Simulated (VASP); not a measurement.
Here is a VASP 6.6.1 calculation.

Contents of INCAR:

```
  PREC = Accurate
  ENCUT = 400
  EDIFF = 1E-6
  ISMEAR = 0
  SIGMA = 0.05
  LREAL = False
  LASPH = True
  NELM = 120
  ALGO = Normal
  ISIF = 2
  LWAVE = False
  LCHARG = True
  LDIPOL = True
  IDIPOL = 3
  DIPOL = 0.5 0.5 0.289
  GGA = PE
  IVDW = 12
  LELF = True
  LVHAR = True
  LVACPOTAV = True
  NBANDS = 62
  GGA_COMPAT = False
  NELMDL = -8
```

The input KPOINTS:

```
regular mesh
0
Gamma
  6 6 1
```

File POSCAR:

```
Zr2HS4
1.0
    7.2976778227      0.0000000000      0.0000000000
   -3.6488389114      6.3199743831      0.0000000000
    0.0000000000      0.0000000000     20.9171506047
S Zr H
8 4 2
Direct
    0.3333333333      0.1666666667      0.1912306354
    0.3333333333      0.6666666667      0.1912306354
    0.8333333333      0.1666666667      0.1912306354
    0.8333333333      0.6666666667      0.1912306354
    0.1666666667      0.3333333333      0.3306927762
    0.1666666667      0.8333333333      0.3306927762
    0.6666666667      0.3333333333      0.3306927762
    0.6666666667      0.8333333333      0.3306927762
    0.0000000000      0.0000000000      0.2609617058
    0.0000000000      0.5000000000      0.2609617058
    0.5000000000      0.0000000000      0.2609617058
    0.5000000000      0.5000000000      0.2609617058
    0.2866163718      0.7133836282      0.4549926892
    0.3800502948      0.6199497052      0.4549926892
```

Potentials or basis: VASP PAW PBE potentials, release 64 (S, Zr_sv, H).

Command:

```console
$ cat potpaw_PBE.64/S/POTCAR potpaw_PBE.64/Zr_sv/POTCAR potpaw_PBE.64/H/POTCAR > POTCAR
$ mpirun -np 1 vasp_std > vasp.out
```

(1) What does it give for the dispersion energy per atom?

(2) Estimate the largest force.

(3) Predict the band gap on the k mesh.

Results:

(1) -0.219 eV.

(2) 4.637 eV/Å.

(3) 1.10 eV.
